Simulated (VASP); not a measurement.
Wanted: the native input for a VASP 6.6.1 run.

* Task: electric field gradients
* Functional: LDA
* Potentials or basis: VASP PAW LDA potentials, release 64 (Pb_d, S)
* Cutoff: 520 eV
* k mesh: 8 × 8 × 8
* Occupations: fermi-dirac, width 0.01 eV
* Spin: no spin polarisation
* Dipole correction: no
* Further INCAR settings: ALGO = Normal; EDIFF = 1e-08; NBANDS = 17

The structure of PbS lies in POSCAR:

```
PbS
1.0
    0.0000000000      2.9748505707      2.9748505707
    2.9748505707      0.0000000000      2.9748505707
    2.9748505707      2.9748505707      0.0000000000
Pb S
1 1
Direct
    0.0000000000      0.0000000000      0.0000000000
    0.5000000000      0.5000000000      0.5000000000
```

This cell differs from its parent crystal: volume scaled by 1.01.

The input as run:

INCAR

```
  PREC = Accurate
  ENCUT = 520
  EDIFF = 1E-8
  ISMEAR = -1
  SIGMA = 0.01
  LREAL = F
  LASPH = T
  NELM = 60
  ALGO = Normal
  ISIF = 2
  LWAVE = F
  LCHARG = F
  GGA = CA
  LEFG = T
  NBANDS = 17
```

KPOINTS

```
regular mesh
0
Gamma
  8 8 8
```

Potentials or basis: VASP PAW LDA potentials, release 64 (Pb_d, S).

Command:

```console
$ cat potpaw_LDA.64/Pb_d/POTCAR potpaw_LDA.64/S/POTCAR > POTCAR
$ mpirun -np 1 vasp_std > vasp.out
```

It gave:

```
Pressure               : -3.0 GPa
Band gap on the k mesh : 0.24 eV, direct
```

Caveat: without QUAD_EFG the Cq values of the log hold for a quadrupole moment of 1 mb, not for the nuclei; spin-orbit coupling is left out, which moves the levels of the heavy elements.

It took 28 s on 1 thread of Intel Xeon 8259CL (shared host), peak memory 0.16 GiB.
